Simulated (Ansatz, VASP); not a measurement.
# One calculation of Co, two programs

```
Co
1.0
     2.47056    0.00000    0.00000
    -1.23528    2.13957    0.00000
     0.00000    0.00000    8.08823
Co
4
Direct
  0.66667 0.33333 0.75000
  0.00000 0.00000 0.50000
  0.33333 0.66667 0.25000
  0.00000 0.00000 0.00000
```

Alike in both runs: functional b88 exchange, pbe correlation; k mesh 12 × 12 × 4; occupations fermi-dirac, width 0.05 eV; collinear spin.

|  | VASP | Ansatz |
| --- | --- | --- |
| version | VASP 6.6.1 | Ansatz 0.2.0 |
| potentials or method | VASP PAW PBE potentials, release 64 (Co) | Ansatz PAW |
| plane-wave cutoff (eV) | 600 | 420 |
| valence electrons in the cell | 36 | 68 |
| task | single point | band structure |

|  | VASP | Ansatz | Ansatz less VASP |
| --- | --- | --- | --- |
| gap on the k mesh at the Fermi level (eV) | none | none | - |
| pressure (GPa) | 3.2 | 4.2 | +1.06 |
| traceless stress, the component that is largest in VASP (GPa) | -2.48 | -2.55 | -0.070 |
| net moment per atom (μB) | 1.64 | 1.65 | +0.011 |
| size of the moment on the site where the two differ most (μB) | 1.66 | 1.72 | +0.064 |

VASP's potentials were made for PBE, not for b88 exchange, pbe correlation. Site moments also hang on the region over which each program counts them. A gap of «none» marks a metal or a gap that the smearing closes. VASP's potentials hold 36 valence electrons a cell and Ansatz's 68, so a difference there can come from the potentials and not from the codes.
